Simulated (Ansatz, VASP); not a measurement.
# SnTe: VASP beside Ansatz

The input INCAR:

```
SYSTEM = SnTe
PREC     = Accurate       ! precision mode
ENCUT    = 520            ! plane-wave cutoff, eV
EDIFF    = 1E-6           ! SCF threshold, eV
ISMEAR   = 0              ! smearing method
SIGMA    = 0.03           ! smearing width, eV
LREAL    = .FALSE.        ! projectors in reciprocal space
LASPH    = .TRUE.         ! aspherical terms in the spheres
NELM     = 80             ! most SCF steps
ALGO     = Normal         ! electronic algorithm
ISIF     = 2              ! what is computed and relaxed
LWAVE    = .FALSE.        ! write WAVECAR
LCHARG   = .FALSE.        ! write CHGCAR
GGA      = PS             ! functional
NBANDS   = 17             ! bands
```

Contents of KPOINTS:

```
regular mesh
0
G
  10 10 10
  0 0 0
```

The input POSCAR:

```
SnTe
1.0
    0.0000000000      3.1565000000      3.1565000000
    3.1565000000      0.0000000000      3.1565000000
    3.1565000000      3.1565000000      0.0000000000
Sn Te
1 1
Direct
    0.0000000000      0.0000000000      0.0000000000
    0.5000000000      0.5000000000      0.4775983912
```

Input for Ansatz:

```yaml
crystal:
  lattice:
    - [0.0, 3.1565, 3.1565]
    - [3.1565, 0.0, 3.1565]
    - [3.1565, 3.1565, 0.0]
  atoms:
    - { symbol: Sn, position: [0.0, 0.0, 0.0] }
    - { symbol: Te, position: [0.5, 0.5, 0.4775983912] }
basis:
  ecutwfc: 420
kpoints:
  mp_grid: { grid: [10, 10, 10] }
hamiltonian:
  xc: pbesol
scf:
  occupations: { method: gaussian, width: 0.03 }
output:
  forces: true
  stress: true
  eigenvalues: true
```

Change from the starting cell: all Te atoms moved -0.100 Å, as atom 2 along Cartesian [1 1 0].

Alike in both runs: task single point; functional PBEsol; k mesh 10 × 10 × 10; occupations gaussian, width 0.03 eV; no spin polarisation.

|  | VASP | Ansatz |
| --- | --- | --- |
| version | VASP 6.6.1 | Ansatz 0.2.0 |
| potentials or method | VASP PAW PBE potentials, release 64 (Sn_d, Te), cutoff 520 eV | scalar-relativistic, plane waves, PAW |
| valence electrons in the cell | 20 | 30 |

Ansatz gave:

```
gap on the k mesh at the Fermi level (eV)                     : 0.10
least direct gap on the mesh (eV)                             : 0.10
pressure (GPa)                                                : -0.4
traceless stress, the component that is largest in VASP (GPa) : -0.09
rms of the force components (eV/Å)                            : 0.013
```

Task: What did VASP give for the same quantities?

Result: gap on the k mesh at the Fermi level (eV): 0.10; least direct gap on the mesh (eV): 0.10; pressure (GPa): -0.4; traceless stress, the component that is largest in VASP (GPa): -0.09; rms of the force components (eV/Å): 0.015.

VASP's potentials were made for PBE, not for PBEsol. Atom by atom the forces differ by 0.002 eV/Å (rms over components). VASP's potentials hold 20 valence electrons a cell and Ansatz's 30, so a difference there can come from the potentials and not from the codes.

Neither program's run includes spin-orbit coupling.
